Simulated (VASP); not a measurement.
# Tl (Pm-3m) in VASP: single point with PBE

Aim: the single point of Tl with PBE.

All numbers are computed with VASP 6.6.1; they aren't measurements. Logs are shortened: lines on timing, memory, paths and dates and some standing lists are left out, and cuts for length are marked.

### 1 The cell of the first run

It takes space group Pm-3m (No. 221, cubic). Conventional cell: a = 3.254 Å, b = 3.254 Å, c = 3.254 Å, α = 90.00°, β = 90.00°, γ = 90.00°. Tl (site symmetry m-3m) has 6 Tl at 3.25 Å within 4.3 Å.

### 2 Single point, PBE

Input file INCAR:

```
SYSTEM = Tl
ALGO = Normal ; EDIFF = 1E-7
ENCUT = 520 ; GGA = PE
ISIF = 2 ; ISMEAR = -1
LASPH = .True. ; LCHARG = .False.
LREAL = .False. ; LWAVE = .False.
NBANDS = 12 ; NELM = 100
PREC = Accurate ; SIGMA = 0.13605693000000002
```

Input file KPOINTS:

```
k-points
0
Gamma
  10 10 10
  0 0 0
```

Input file POSCAR:

```
Tl
1.0
    3.2543137983      0.0000000000      0.0000000000
    0.0000000000      3.2543137983      0.0000000000
    0.0000000000      0.0000000000      3.2543137983
Tl
1
Direct
    0.0000000000      0.0000000000      0.0000000000
```

Potentials or basis: VASP PAW PBE potentials, release 64 (Tl_d).

Started as:

```console
$ cat potpaw_PBE.64/Tl_d/POTCAR > POTCAR
$ mpirun -np 1 vasp_std > vasp.out
```

OUTCAR:

```text
SYSTEM = Tl
   EDIFF = 1E-7
   ENCUT = 520
   GGA = PE
   ISIF = 2
   ISMEAR = -1
   LASPH = .True.
   LREAL = .False.
   NELM = 100
   PREC = Accurate

 ion  position               nearest neighbor table
   1  0.000  0.000  0.000-

  LATTYP: Found a simple cubic cell.
 ALAT       =     3.2543137983

  Lattice vectors:

 A1 = (   3.2543137983,   0.0000000000,   0.0000000000)
 A2 = (   0.0000000000,   3.2543137983,   0.0000000000)
 A3 = (   0.0000000000,   0.0000000000,   3.2543137983)

Analysis of symmetry for initial positions (statically):
=====================================================================
 Subroutine PRICEL returns:
 Original cell was already a primitive cell.

 Routine SETGRP: Setting up the symmetry group for a
 simple cubic supercell.

 Subroutine GETGRP returns: Found 48 space group operations
[... 9 lines left out ...]

 Routine SETGRP: Setting up the symmetry group for a
 simple cubic supercell.

 Subroutine GETGRP returns: Found 48 space group operations
 (whereof 48 operations were pure point group operations)
 out of a pool of 48 trial point group operations.

The dynamic configuration has the point symmetry O_h .

 Subroutine INISYM returns: Found 48 space group operations
 (whereof 48 operations are pure point group operations),
 and found     1 'primitive' translations

----------------------------------------------------------------------------------------

                                     Primitive cell

  volume of cell :      34.4650

  direct lattice vectors                    reciprocal lattice vectors
     3.254313798  0.000000000  0.000000000     0.307284442  0.000000000  0.000000000
     0.000000000  3.254313798  0.000000000     0.000000000  0.307284442  0.000000000
     0.000000000  0.000000000  3.254313798     0.000000000  0.000000000  0.307284442

  length of vectors
     3.254313798  3.254313798  3.254313798     0.307284442  0.307284442  0.307284442

  position of ions in fractional coordinates (direct lattice)
     0.000000000  0.000000000  0.000000000

  ion indices of the primitive-cell ions
   primitive index   ion index
                 1           1

----------------------------------------------------------------------------------------

 KPOINTS: k-points

Automatic generation of k-mesh.
 Grid dimensions read from file:
 generate k-points for:   10   10   10

 Generating k-lattice:

  Cartesian coordinates                     Fractional coordinates (reciprocal lattice)
     0.030728444  0.000000000  0.000000000     0.100000000  0.000000000  0.000000000
     0.000000000  0.030728444  0.000000000     0.000000000  0.100000000  0.000000000
     0.000000000  0.000000000  0.030728444     0.000000000  0.000000000  0.100000000

  Length of vectors
     0.030728444  0.030728444  0.030728444

  Shift w.r.t. Gamma in fractional coordinates (k-lattice)
     0.000000000  0.000000000  0.000000000

 Subroutine IBZKPT returns following result:
 ===========================================

 Found     56 irreducible k-points:

 Following reciprocal coordinates:
            Coordinates               Weight
  0.000000  0.000000  0.000000      1.000000
  0.100000  0.000000  0.000000      6.000000
  0.200000  0.000000  0.000000      6.000000
  0.300000  0.000000  0.000000      6.000000
  0.400000  0.000000  0.000000      6.000000
  0.500000  0.000000  0.000000      3.000000
[... 16 lines left out ...]
  0.200000  0.100000  0.100000     24.000000
  0.300000  0.100000  0.100000     24.000000
 [... further k-points ...]
   k-points           NKPTS =     56   k-points in BZ     NKDIM =     56   number of bands    NBANDS=     12
   number of dos      NEDOS =    301   number of ions     NIONS =      1
   total plane-waves  NPLWV =  13824
   dimension x,y,z NGX =    24 NGY =   24 NGZ =   24
   dimension x,y,z NGXF=    48 NGYF=   48 NGZF=   48
   ions per type =               1
   NGX,Y,Z   is equivalent  to a cutoff of  12.26, 12.26, 12.26 a.u.
   NGXF,Y,Z  is equivalent  to a cutoff of  24.52, 24.52, 24.52 a.u.
 SYSTEM =  Tl
   PREC   = accura    normal or accurate (medium, high low for compatibility)
   ISTART =      0    job   : 0-new  1-cont  2-samecut
   ICHARG =      2    charge: 1-file 2-atom 10-const
   ISPIN  =      1    spin polarized calculation?
   LNONCOLLINEAR =      F non collinear calculations
   LSORBIT =      F    spin-orbit coupling
   LASPH  =      T    aspherical Exc in radial PAW
   ENCUT  =  520.0 eV  38.22 Ry    6.18 a.u.   6.05  6.05  6.05*2*pi/ulx,y,z
   NELM   =    100;   NELMIN=  2; NELMDL= -5     # of ELM steps
   EDIFF  = 0.1E-06   stopping-criterion for ELM
   LREAL  =      F    real-space projection
   EDIFFG = 0.1E-05   stopping-criterion for IOM
   NSW    =      0    number of steps for IOM
   IBRION =     -1    ionic relax: 0-MD 1-quasi-New 2-CG
   NFREE  =      0    steps in history (QN), initial steepest desc. (CG)
   ISIF   =      2    stress and relaxation
   ISYM   =      2    0-nonsym 1-usesym 2-fastsym
   POTIM  = 0.5000    time-step for ionic-motion
   TEBEG  =    0.0;   TEEND  =   0.0 temperature during run
   PSTRESS=    0.0 pullay stress
   NELECT =      13.0000    total number of electrons
   NUPDOWN=      -1.0000    fix difference up-down
   EMIN   =  10.00;   EMAX   =-10.00  energy-range for DOS
   EFERMI =   0.00;   METHOD = LEGACY
   ISMEAR =    -1;   SIGMA  =   0.14  broadening in eV -4-tet -1-fermi 0-gaus
   EFERMI_NEDOS =   21; number of points for ismear=-14 and -15
   IALGO  =     38    algorithm
   IMIX   =      4    mixing-type and parameters
     AMIX     =   0.40;   BMIX     =  1.00
     AMIX_MAG =   1.60;   BMIX_MAG =  1.00
  volume/ion in A,a.u.               =      34.47       232.58
  Fermi-wavevector in a.u.,A,eV,Ry     =   1.182850  2.235263 19.036391  1.399135
  Thomas-Fermi vector in A             =   2.319097
   LORBIT       =      0    0 simple, 1 ext, 2 COOP (PROOUT), +10 PAW based schemes
   GGA     = PE    functional components
   LHFCALC =     F    Hartree Fock is set to
   AEXX    =    0.0000 exact exchange contribution
   IVDW    =     0    specifies the selected vdW correction
   LEPSILON=     F    determine dielectric tensor
   LRPA    =     F    only Hartree local field effects (RPA)
 non-spin polarized calculation
  energy-cutoff  :      520.00
  volume of cell :       34.47
 maximum number of plane-waves:       952
   NGX = 13   NGY = 13   NGZ = 13

 number of electron      12.9999996 magnetization

 Free energy of the ion-electron system (eV)
  ---------------------------------------------------
  ext. energy  EPLUGINS =         0.00000000
  ---------------------------------------------------
  free energy    TOTEN  =        -2.10968777 eV

  energy without entropy =       -2.07059124  energy(sigma->0) =       -2.09013950

 E-fermi :   4.9616     XC(G=0):  -9.2036

 val. band max:        4.9369569669   @ k =   0.3000   0.0000   0.0000
 cond. band min:       5.0773105894   @ k =   0.4000   0.4000   0.1000
 fundamental gap:      0.1403536225
 Fermi energy:         4.9615812222

 k-point     1 :       0.0000    0.0000    0.0000
  band No.  band energies     occupation
      1      -7.2297      2.00000
      2      -7.2297      2.00000
      3      -6.3695      2.00000
      4      -6.3695      2.00000
      5      -6.3695      2.00000
      6      -4.3929      2.00000
      7      11.3070      0.00000
      8      11.3070      0.00000
      9      11.3070      0.00000
     10      13.9324      0.00000
     11      15.6496      0.00000
     12      15.6496      0.00000

 k-point     2 :       0.1000    0.0000    0.0000
  band No.  band energies     occupation
      1      -7.2243      2.00000
      2      -7.1743      2.00000
      3      -6.3935      2.00000
      4      -6.3935      2.00000
      5      -6.3675      2.00000
      6      -4.2456      2.00000
      7       9.6806      0.00000
      8      11.4850      0.00000
      9      11.4850      0.00000
     10      14.4801      0.00000
     11      15.6976      0.00000
     12      17.0112      0.00000

 k-point     3 :       0.2000    0.0000    0.0000
  band No.  band energies     occupation
      1      -7.2102      2.00000
      2      -7.0367      2.00000
      3      -6.4556      2.00000
      4      -6.4556      2.00000
      5      -6.3622      2.00000
      6      -3.7937      2.00000
      7       7.2391      0.00000
      8      11.9904      0.00000
      9      11.9904      0.00000
     10      14.8722      0.00000
     11      15.8404      0.00000
     12      19.9067      0.00000

 k-point     4 :       0.3000    0.0000    0.0000
  band No.  band energies     occupation
      1      -7.1927      2.00000
      2      -6.8814      2.00000
      3      -6.5309      2.00000
      4      -6.5309      2.00000
      5      -6.3556      2.00000
      6      -3.0372      2.00000
      7       4.9370      1.09025
      8      12.7297      0.00000
      9      12.7297      0.00000
     10      15.3369      0.00000
     11      16.0666      0.00000
     12      20.2967      0.00000

 k-point     5 :       0.4000    0.0000    0.0000
  band No.  band energies     occupation
      1      -7.1784      2.00000
      2      -6.7670      2.00000
      3      -6.5907      2.00000
      4      -6.5907      2.00000
      5      -6.3504      2.00000
      6      -2.0906      2.00000
      7       3.0358      2.00000
      8      13.4940      0.00000
      9      13.4940      0.00000
     10      15.9399      0.00000
     11      16.3239      0.00000
     12      18.8558      0.00000
[... 228 lines left out ...]
      1      -6.9956      2.00000
      2      -6.9411      2.00000
      3      -6.5803      2.00000
      4      -6.5803      2.00000
      5      -6.1076      2.00000
      6       1.0510      2.00000
      7       4.4731      1.94631
      8       4.4731      1.94631
      9       9.3886      0.00000
     10      16.7824      0.00000
     11      18.6104      0.00000
     12      18.6104      0.00000

 k-point    22 :       0.1000    0.1000    0.1000
  band No.  band energies     occupation
      1      -7.1361      2.00000
      2      -7.1361      2.00000
      3      -6.4215      2.00000
      4      -6.4147      2.00000
      5      -6.4147      2.00000
      6      -3.9536      2.00000
      7       9.7452      0.00000
      8      10.1641      0.00000
      9      10.1641      0.00000
     10      16.4711      0.00000
     11      17.2947      0.00000
     12      17.2947      0.00000

 k-point    23 :       0.2000    0.1000    0.1000
  band No.  band energies     occupation
      1      -7.1224      2.00000
      2      -6.9888      2.00000
      3      -6.4870      2.00000
      4      -6.4792      2.00000
      5      -6.4105      2.00000
      6      -3.5081      2.00000
      7       7.5532      0.00000
      8      10.3639      0.00000
      9      10.6413      0.00000
     10      16.9764      0.00000
     11      17.3216      0.00000
     12      19.5872      0.00000

 k-point    24 :       0.3000    0.1000    0.1000
  band No.  band energies     occupation
      1      -7.1053      2.00000
      2      -6.8203      2.00000
      3      -6.5675      2.00000
      4      -6.5575      2.00000
      5      -6.4031      2.00000
      6      -2.7641      2.00000
      7       5.2512      0.21267
      8      11.0687      0.00000
      9      11.3593      0.00000
     10      16.8173      0.00000
     11      16.9156      0.00000
     12      19.0081      0.00000

 [... further k-points ...]
[... 5 lines left out ...]
  --------------------------------------------------------------------------------------
  -------------------------------------------------------------------------------------
  Total       -0.0247134     -0.0247134     -0.0247134     -0.0000000     -0.0000000      0.0000000
  in kB       -1.1488542     -1.1488542     -1.1488542     -0.0000000     -0.0000000      0.0000000
  external PRESSURE =      -1.1488542 kB  Pullay stress =       0.0000000 kB

 VOLUME and BASIS-vectors are now :
 -----------------------------------------------------------------------------
  energy-cutoff  :      520.00
  volume of cell :       34.47
      direct lattice vectors                 reciprocal lattice vectors
     3.254313798  0.000000000  0.000000000     0.307284442  0.000000000  0.000000000
     0.000000000  3.254313798  0.000000000     0.000000000  0.307284442  0.000000000
     0.000000000  0.000000000  3.254313798     0.000000000  0.000000000  0.307284442

 POSITION                                       TOTAL-FORCE (eV/Angst)
 -----------------------------------------------------------------------------------
      0.00000      0.00000      0.00000         0.000000      0.000000      0.000000
 -----------------------------------------------------------------------------------
    total drift:                                0.000000      0.000000      0.000000

  FREE ENERGIE OF THE ION-ELECTRON SYSTEM (eV)
  ---------------------------------------------------
  free  energy   TOTEN  =        -2.1096877726 eV

  energy  without entropy=       -2.0705912361  energy(sigma->0) =       -2.09013950
```

It took 5.8 s on 1 thread of Intel Xeon Platinum 8559C (Emerald Rapids), shared host; peak memory 0.14 GiB.

Results:

```yaml
Free_energy: -2.1097 eV
Pressure: -0.1 GPa
```

Levels at points of the mesh, in eV from the Fermi level:
```csv
k point,band 2,band 3,band 4,band 5,band 6,band 7,band 8,band 9,band 10,band 11
"(0.00, 0.00, 0.00)",-12.19,-11.33,-11.33,-11.33,-9.35,6.35,6.35,6.35,8.97,10.69
"(0.50, 0.00, 0.00)",-11.69,-11.57,-11.57,-11.31,-6.48,-2.82,8.90,8.90,11.42,11.49
"(0.50, 0.50, 0.00)",-11.90,-11.54,-11.54,-11.07,-3.91,-0.49,-0.49,4.43,11.82,13.65
"(0.50, 0.50, 0.50)",-11.89,-11.89,-11.05,-11.05,-1.28,1.78,1.78,1.78,6.96,7.50
```

Caveat: spin-orbit coupling is left out, which moves the levels of the heavy elements.
